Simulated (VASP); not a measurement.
# W (Im-3m) in VASP: notebook, part 2 of 2

VASP 6.6.1. Earlier steps stand in the parts before.

## 4. Relaxation of cell and atoms, PBEsol

This run uses another cell than the first one, of 15.72 Å³/atom, 1.060 times its volume.

Contents of INCAR:

```
SYSTEM = W
  PREC = Accurate
  ENCUT = 600
  EDIFF = 1E-7
  ISMEAR = 0
  SIGMA = 0.1
  LREAL = .False.
  LASPH = .True.
  NELM = 80
  ALGO = Fast
  ISIF = 3
  LWAVE = .False.
  LCHARG = .False.
  GGA = PS
  IBRION = 2
  NSW = 100
  EDIFFG = -0.005
```

Contents of KPOINTS:

```
Automatic mesh
0
Gamma
  18 18 18
  0 0 0
```

Contents of POSCAR:

```
W
1.0
   -1.5780068686      1.5780068686      1.5780068686
    1.5780068686     -1.5780068686      1.5780068686
    1.5780068686      1.5780068686     -1.5780068686
W
1
Direct
    0.0000000000      0.0000000000      0.0000000000
```

Potentials or basis: VASP PAW PBE potentials, release 64 (W_sv).

Started as:

```console
$ cat potpaw_PBE.64/W_sv/POTCAR > POTCAR
$ mpirun -np 1 vasp_std > vasp.out
```

OUTCAR:

```text
SYSTEM = W
   PREC = Accurate
   ENCUT = 600
   EDIFF = 1E-7
   ISMEAR = 0
   LREAL = .False.
   LASPH = .True.
   NELM = 80
   ISIF = 3
   GGA = PS
   IBRION = 2
   NSW = 100
   EDIFFG = -0.005

 ion  position               nearest neighbor table
   1  0.000  0.000  0.000-

  LATTYP: Found a body centered cubic cell.
 ALAT       =     3.1560137372

  Lattice vectors:

 A1 = (  -1.5780068686,   1.5780068686,   1.5780068686)
 A2 = (   1.5780068686,  -1.5780068686,   1.5780068686)
 A3 = (   1.5780068686,   1.5780068686,  -1.5780068686)

Analysis of symmetry for initial positions (statically):
=====================================================================
 Subroutine PRICEL returns:
 Original cell was already a primitive cell.

 Routine SETGRP: Setting up the symmetry group for a
 body centered cubic supercell.

 Subroutine GETGRP returns: Found 48 space group operations
 (whereof 48 operations were pure point group operations)
 out of a pool of 48 trial point group operations.

The static configuration has the point symmetry O_h .

Analysis of symmetry for dynamics (positions and initial velocities):
=====================================================================
 Subroutine PRICEL returns:
 Original cell was already a primitive cell.

 Routine SETGRP: Setting up the symmetry group for a
 body centered cubic supercell.

 Subroutine GETGRP returns: Found 48 space group operations
 (whereof 48 operations were pure point group operations)
 out of a pool of 48 trial point group operations.

The dynamic configuration has the point symmetry O_h .

 Subroutine INISYM returns: Found 48 space group operations
 (whereof 48 operations are pure point group operations),
 and found     1 'primitive' translations

----------------------------------------------------------------------------------------

                                     Primitive cell

  volume of cell :      15.7176

  direct lattice vectors                    reciprocal lattice vectors
    -1.578006869  1.578006869  1.578006869     0.000000000  0.316855402  0.316855402
     1.578006869 -1.578006869  1.578006869     0.316855402  0.000000000  0.316855402
     1.578006869  1.578006869 -1.578006869     0.316855402  0.316855402  0.000000000

  length of vectors
     2.733188071  2.733188071  2.733188071     0.448101206  0.448101206  0.448101206

  position of ions in fractional coordinates (direct lattice)
     0.000000000  0.000000000  0.000000000

  ion indices of the primitive-cell ions
   primitive index   ion index
                 1           1

----------------------------------------------------------------------------------------

 KPOINTS: Automatic mesh

Automatic generation of k-mesh.
 Grid dimensions read from file:
 generate k-points for:   18   18   18

 Generating k-lattice:

  Cartesian coordinates                     Fractional coordinates (reciprocal lattice)
[... 43 lines left out ...]
   number of dos      NEDOS =    301   number of ions     NIONS =      1
   total plane-waves  NPLWV =  13824
   dimension x,y,z NGX =    24 NGY =   24 NGZ =   24
   dimension x,y,z NGXF=    48 NGYF=   48 NGZF=   48
   ions per type =               1
   NGX,Y,Z   is equivalent  to a cutoff of  14.60, 14.60, 14.60 a.u.
   NGXF,Y,Z  is equivalent  to a cutoff of  29.20, 29.20, 29.20 a.u.
 SYSTEM =  W
   PREC   = accura    normal or accurate (medium, high low for compatibility)
   ISTART =      0    job   : 0-new  1-cont  2-samecut
   ICHARG =      2    charge: 1-file 2-atom 10-const
   ISPIN  =      1    spin polarized calculation?
   LNONCOLLINEAR =      F non collinear calculations
   LSORBIT =      F    spin-orbit coupling
   LASPH  =      T    aspherical Exc in radial PAW
   ENCUT  =  600.0 eV  44.10 Ry    6.64 a.u.   5.46  5.46  5.46*2*pi/ulx,y,z
   NELM   =     80;   NELMIN=  2; NELMDL= -5     # of ELM steps
   EDIFF  = 0.1E-06   stopping-criterion for ELM
   LREAL  =      F    real-space projection
   EDIFFG = -.5E-02   stopping-criterion for IOM
   NSW    =    100    number of steps for IOM
   IBRION =      2    ionic relax: 0-MD 1-quasi-New 2-CG
   NFREE  =      1    steps in history (QN), initial steepest desc. (CG)
   ISIF   =      3    stress and relaxation
   ISYM   =      2    0-nonsym 1-usesym 2-fastsym
   POTIM  = 0.5000    time-step for ionic-motion
   TEBEG  =    0.0;   TEEND  =   0.0 temperature during run
   PSTRESS=    0.0 pullay stress
   NELECT =      14.0000    total number of electrons
   NUPDOWN=      -1.0000    fix difference up-down
   EMIN   =  10.00;   EMAX   =-10.00  energy-range for DOS
   EFERMI =   0.00;   METHOD = LEGACY
   ISMEAR =     0;   SIGMA  =   0.10  broadening in eV -4-tet -1-fermi 0-gaus
   EFERMI_NEDOS =   21; number of points for ismear=-14 and -15
   IALGO  =     68    algorithm
   IMIX   =      4    mixing-type and parameters
     AMIX     =   0.40;   BMIX     =  1.00
     AMIX_MAG =   1.60;   BMIX_MAG =  1.00
  volume/ion in A,a.u.               =      15.72       106.07
  Fermi-wavevector in a.u.,A,eV,Ry     =   1.575150  2.976602 33.757387  2.481098
  Thomas-Fermi vector in A             =   2.676177
   LORBIT       =      0    0 simple, 1 ext, 2 COOP (PROOUT), +10 PAW based schemes
   GGA     = PS    functional components
   LHFCALC =     F    Hartree Fock is set to
   AEXX    =    0.0000 exact exchange contribution
   IVDW    =     0    specifies the selected vdW correction
   LEPSILON=     F    determine dielectric tensor
   LRPA    =     F    only Hartree local field effects (RPA)
 conjugate gradient relaxation of ions
 non-spin polarized calculation
 RMM-DIIS sequential band-by-band and
 Gauss-broadening in eV      SIGMA  =   0.10
  energy-cutoff  :      600.00
  volume of cell :       15.72
 maximum number of plane-waves:       541
 NGX is ok and might be reduce to    24
   NGX = 11   NGY = 11   NGZ = 11

--------------------------------------- Ionic step        1  -------------------------------------------

 number of electron      14.0000001 magnetization

 Free energy of the ion-electron system (eV)
  ---------------------------------------------------
  ext. energy  EPLUGINS =         0.00000000
  ---------------------------------------------------
  free energy    TOTEN  =       -13.80173186 eV

  energy without entropy =      -13.79829378  energy(sigma->0) =      -13.80001282

------------------------ aborting loop because EDIFF is reached ----------------------------------------

  FORCE on cell =-STRESS in cart. coord.  units (eV):
  Direction    XX          YY          ZZ          XY          YZ          ZX
  --------------------------------------------------------------------------------------
  -------------------------------------------------------------------------------------
  Total        0.0197242      0.0197242      0.0197242     -0.0000000     -0.0000000      0.0000000
  in kB        2.0105935      2.0105935      2.0105935     -0.0000000     -0.0000000      0.0000000
  external PRESSURE =       2.0105935 kB  Pullay stress =       0.0000000 kB
[... 57 lines left out ...]
--------------------------------------- Ionic step        3  -------------------------------------------

 number of electron      14.0000001 magnetization

 Free energy of the ion-electron system (eV)
  ---------------------------------------------------
  ext. energy  EPLUGINS =         0.00000000
  ---------------------------------------------------
  free energy    TOTEN  =       -13.80173654 eV

  energy without entropy =      -13.79829657  energy(sigma->0) =      -13.80001655

 E-fermi :  11.3818     XC(G=0): -13.8056

 val. band max:       11.3732838992   @ k =  -0.1667   0.1667   0.0556
 cond. band min:      11.3825281761   @ k =  -0.2778   0.3333   0.2222
 fundamental gap:      0.0092442769
 Fermi energy:        11.3818385759

 k-point     1 :       0.0000    0.0000    0.0000
  band No.  band energies     occupation
      1     -62.7440      2.00000
      2     -26.2900      2.00000
      3     -26.2900      2.00000
      4     -26.2900      2.00000
      5       1.6926      2.00000
      6      10.1425      2.00000
      7      10.1426      2.00000
      8      10.1426      2.00000
      9      13.6450      0.00000
     10      13.6450      0.00000
     11      25.9493      0.00000
[... 309 lines left out ...]
 k-point    24 :       0.3889    0.1111    0.0000
  band No.  band energies     occupation
      1     -62.6043      2.00000
      2     -27.5364      2.00000
      3     -26.7574      2.00000
      4     -26.3566      2.00000
      5       5.4949      2.00000
      6       7.9342      2.00000
      7      10.8181      2.00000
      8      13.4254      0.00000
      9      14.7723      0.00000
     10      17.9060      0.00000
     11      22.4131      0.00000

 [... further k-points ...]
[... 5 lines left out ...]
  --------------------------------------------------------------------------------------
  -------------------------------------------------------------------------------------
  Total        0.0008701      0.0008701      0.0008701      0.0000000     -0.0000000      0.0000000
  in kB        0.0886478      0.0886478      0.0886478      0.0000000     -0.0000000      0.0000000
  external PRESSURE =       0.0886478 kB  Pullay stress =       0.0000000 kB
[... 16 lines left out ...]
  FREE ENERGIE OF THE ION-ELECTRON SYSTEM (eV)
  ---------------------------------------------------
  free  energy   TOTEN  =       -13.8017365384 eV

  energy  without entropy=      -13.7982965702  energy(sigma->0) =      -13.80001655

 reached required accuracy - stopping structural energy minimisation
```

OSZICAR:

```text
N       E                     dE             d eps       ncg     rms          rms(c)
DAV:   1     0.829155627484E+02    0.82916E+02   -0.84816E+03  4314   0.159E+03
DAV:   2    -0.127843946953E+02   -0.95700E+02   -0.92568E+02  4583   0.359E+02
DAV:   3    -0.144794755721E+02   -0.16951E+01   -0.16785E+01  4978   0.463E+01
DAV:   4    -0.144884480353E+02   -0.89725E-02   -0.89666E-02  4569   0.365E+00
[... 24 lines left out ...]
RMM:   3    -0.138017307716E+02    0.10459E-03   -0.39526E-04  4297   0.224E-01    0.665E-02
RMM:   4    -0.138017366712E+02   -0.58996E-05   -0.27762E-05  4560   0.710E-02    0.160E-02
RMM:   5    -0.138017364190E+02    0.25221E-06   -0.71121E-06  4341   0.356E-02    0.265E-03
RMM:   6    -0.138017365078E+02   -0.88837E-07   -0.11955E-06  4283   0.157E-02    0.164E-03
RMM:   7    -0.138017365384E+02   -0.30637E-07   -0.18773E-07  2961   0.629E-03
   3 F= -.13801737E+02 E0= -.13800017E+02  d E =-.468050E-05
```

CONTCAR:

```text
W
   1.00000000000000
    -1.5783021439781177    1.5783021439781177    1.5783021439781177
     1.5783021439781177   -1.5783021439781177    1.5783021439781177
     1.5783021439781177    1.5783021439781177   -1.5783021439781177
  W
     1
Direct
     0.0000000000000000    0.0000000000000000    0.0000000000000000

  0.00000000E+00  0.00000000E+00  0.00000000E+00
```

Run time: 40 s. Hardware: 1 thread of Intel Xeon 6975P-C, shared host; peak memory 0.17 GiB.

Results:

| Item | Value |
| --- | --- |
| Free energy | -13.8017 eV |
| Relaxed volume | 15.73 Å³/atom |
| Relaxed cell | a = 2.734 Å, b = 2.734 Å, c = 2.734 Å, α = 109.47°, β = 109.47°, γ = 109.47° |
| Space group after relaxing (to 0.05 Å) | Im-3m (No. 229) |
| Energy gained by relaxing | 0.0 meV/atom |
| Ionic steps | 3 |
| Pressure after relaxing | 0.0 GPa |
| Band gap on the k mesh | zero (band 7 reaches 16.63 eV, above the bottom of band 8 at 10.14 eV) |

Final structure:
```
CELL_PARAMETERS angstrom
-1.57830 1.57830 1.57830
1.57830 -1.57830 1.57830
1.57830 1.57830 -1.57830
ATOMIC_POSITIONS crystal
W 0.00000 0.00000 0.00000
```

Caveat: the PAW data sets were made with another functional, which shifts forces and pressure a little; spin-orbit coupling is left out, which moves the levels of the heavy elements.

## 5. Single point, PBEsol

This run uses another cell than the first one, of 15.72 Å³/atom, 1.060 times its volume.

Contents of INCAR:

```
SYSTEM = W
PREC = Accurate
ENCUT = 500
EDIFF = 1E-6
ISMEAR = 0
SIGMA = 0.1
LREAL = .FALSE.
LASPH = .TRUE.
NELM = 120
ALGO = Normal
ISIF = 2
LWAVE = .FALSE.
LCHARG = .TRUE.
GGA = PS
LELF = .TRUE.
LVHAR = .TRUE.
NBANDS = 13
GGA_COMPAT = .FALSE.
```

Contents of KPOINTS:

```
regular mesh
0
G
  8 8 8
  0 0 0
```

POSCAR is that of step 4.

Started as:

```console
$ cat potpaw_PBE.64/W_sv/POTCAR > POTCAR
$ mpirun -np 1 vasp_std > vasp.out
```

Wall time 5 s (1 thread of Intel Xeon 6975P-C (Granite Rapids), shared host); peak memory 0.12 GiB.

It converged, with:

* Free energy: -13.8047 eV
* Pressure: 0.6 GPa
* Band gap on the k mesh: zero (band 7 reaches 16.64 eV, above the bottom of band 8 at 10.15 eV)

Levels at points of the mesh, in eV from the Fermi level:
```
           k point  band 4  band 5  band 6  band 7  band 8  band 9  band 10  band 11
(0.00, 0.00, 0.00)  -37.45   -9.47   -1.01   -1.01   -1.01    2.49     2.49    14.79
(0.50, 0.00, 0.00)  -37.46   -6.11   -3.38    0.96    2.39    3.38     6.48    11.44
(0.50, 0.50, 0.50)  -38.38   -5.69   -5.69    5.47    5.47    5.47     8.56     8.56
```

Caveat: the PAW data sets were made with another functional, which shifts forces and pressure a little; spin-orbit coupling is left out, which moves the levels of the heavy elements.

## 6. Relaxation of cell and atoms, PBEsol

Contents of INCAR:

```
  PREC = Accurate
  ENCUT = 500
  EDIFF = 1E-7
  ISMEAR = 0
  SIGMA = 0.1
  LREAL = False
  LASPH = True
  NELM = 120
  ALGO = Normal
  ISIF = 3
  LWAVE = False
  LCHARG = False
  GGA = PS
  IBRION = 2
  NSW = 100
  EDIFFG = -0.05
  GGA_COMPAT = False
  NELMIN = 4
```

Contents of KPOINTS:

```
Automatic mesh
0
Gamma
  8 8 8
```

Contents of POSCAR:

```
W
1.0
   -1.5477436784      1.5477436784      1.5477436784
    1.5477436784     -1.5477436784      1.5477436784
    1.5477436784      1.5477436784     -1.5477436784
W
1
Direct
    0.0000000000      0.0000000000      0.0000000000
```

Potentials or basis: VASP PAW PBE potentials, release 64 (W_sv).

Started as:

```console
$ cat potpaw_PBE.64/W_sv/POTCAR > POTCAR
$ mpirun -np 1 vasp_std > vasp.out
```

Wall time 12 s (1 thread of Intel Xeon 6975P-C (Granite Rapids), shared host); peak memory 0.13 GiB.

The run converged. Its results:

```yaml
Free_energy: -13.8041 eV
Relaxed_volume: 15.75 Å³/atom
Relaxed_cell: a = 2.735 Å, b = 2.735 Å, c = 2.735 Å, α = 109.47°, β = 109.47°, γ = 109.47°
Space_group_after_relaxing_to_0.05_Å: Im-3m (No. 229)
Energy_gained_by_relaxing: 60.6 meV/atom
Ionic_steps: 4
Pressure_after_relaxing: -0.2 GPa
Band_gap_on_the_k_mesh: zero (band 7 reaches 16.59 eV, above the bottom of band 8 at 10.12 eV)
```

The path:
```
step  energy change (eV)  largest force (eV/Å)  pressure (GPa)  volume (Å³)
   1              0.0000                0.0000           22.44        14.83
   2              0.6374                0.0000          -45.48        19.75
   3             -0.0600                0.0000           -2.06        15.84
   4             -0.0606                0.0000           -0.17        15.75
```

Final structure:
```xyz
1
Lattice="-1.5791 1.5791 1.5791 1.5791 -1.5791 1.5791 1.5791 1.5791 -1.5791" Properties=species:S:1:pos:R:3 pbc="T T T"
W     0.0000    0.0000    0.0000
```

Levels at points of the mesh, in eV from the Fermi level:
| k point | band 3 | band 4 | band 5 | band 6 | band 7 | band 8 | band 9 | band 10 | band 11 |
| --- | --- | --- | --- | --- | --- | --- | --- | --- | --- |
| (0.00, 0.00, 0.00) | -37.46 | -37.46 | -9.46 | -1.01 | -1.01 | -1.01 | 2.48 | 2.48 | 14.79 |
| (0.50, 0.00, 0.00) | -37.88 | -37.46 | -6.10 | -3.37 | 0.95 | 2.38 | 3.37 | 6.46 | 11.40 |
| (0.50, 0.50, 0.50) | -38.38 | -38.38 | -5.67 | -5.67 | 5.46 | 5.46 | 5.46 | 8.54 | 8.54 |

Caveat: the PAW data sets were made with another functional, which shifts forces and pressure a little; spin-orbit coupling is left out, which moves the levels of the heavy elements. Zero-point motion and thermal expansion aren't in these numbers.

## 7. Overview

| task | cell | k mesh | cutoff (eV) | gap on the mesh (eV) | pressure (GPa) | relaxed volume (Å³/atom) |
| --- | --- | --- | --- | --- | --- | --- |
| single point | a = 2.681 Å, angles 109.5°, 1 atom | 8 × 8 × 8 | 520 | none | 22.5 | - |
| single point | a = 2.732 Å, angles 109.5°, 1 atom | 18 × 18 × 18 | 520 | none | 0.6 | - |
| relaxation of cell and atoms | relaxed from a = 2.733 Å, angles 109.5°, 1 atom | 18 × 18 × 18 | 600 | none | 0.0 | 15.73 |
| single point | a = 2.733 Å, angles 109.5°, 1 atom | 8 × 8 × 8 | 500 | none | 0.6 | - |
| relaxation of cell and atoms | relaxed from a = 2.681 Å, angles 109.5°, 1 atom | 8 × 8 × 8 | 500 | none | -0.2 | 15.75 |

Alike in all rows: level PBEsol; potentials or basis VASP PAW PBE potentials, release 64 (W_sv); no spin polarisation; smearing gaussian 0.1 eV.

Caveats: the PAW data sets were made with another functional, which shifts forces and pressure a little; spin-orbit coupling is left out, which moves the levels of the heavy elements.

Total energies depend on the potentials used, so only differences within one code and one set of settings carry meaning.
